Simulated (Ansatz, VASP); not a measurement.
# One calculation of N, two programs

```xyz
8
Lattice="5.6337 0.0000 0.0000 0.0000 5.6337 0.0000 0.0000 0.0000 5.6337" Properties=species:S:1:pos:R:3 pbc="T T T"
N     0.3234    2.4935    3.1402
N     2.4935    3.1402    0.3234
N     3.1402    0.3234    2.4935
N     5.3103    5.3103    5.3103
N     5.3103    3.1402    2.4935
N     3.1402    2.4935    5.3103
N     2.4935    5.3103    3.1402
N     0.3234    0.3234    0.3234
```

Change from the starting cell: volume scaled by 1.04.

Alike in both runs: task single point; functional PBEsol; k mesh 5 × 5 × 5; occupations fermi-dirac, width 0.05 eV; no spin polarisation.

|  | VASP | Ansatz |
| --- | --- | --- |
| version | VASP 6.6.1 | Ansatz 0.2.0 |
| potentials or method | VASP PAW PBE potentials, release 64 (N), cutoff 520 eV | all-electron LAPW, scalar-relativistic |

|  | VASP | Ansatz | Ansatz less VASP |
| --- | --- | --- | --- |
| gap on the k mesh at the Fermi level (eV) | 7.10 | 7.15 | +0.047 |
| least direct gap on the mesh (eV) | 7.12 | 7.17 | +0.047 |
| pressure (GPa) | -1.6 | -3.3 | -1.68 |
| rms of the force components (eV/Å) | 0.771 | 1.585 | +0.8148 |

VASP's potentials were made for PBE, not for PBEsol. Atom by atom the forces differ by 0.815 eV/Å (rms over components). One of these differences is far larger than is usual between the two programs; its cause wasn't traced. Ansatz ran all-electron here, and VASP with PAW potentials.

Noted on VASP's run: the standard files for N, O and F lose accuracy on very short bonds.
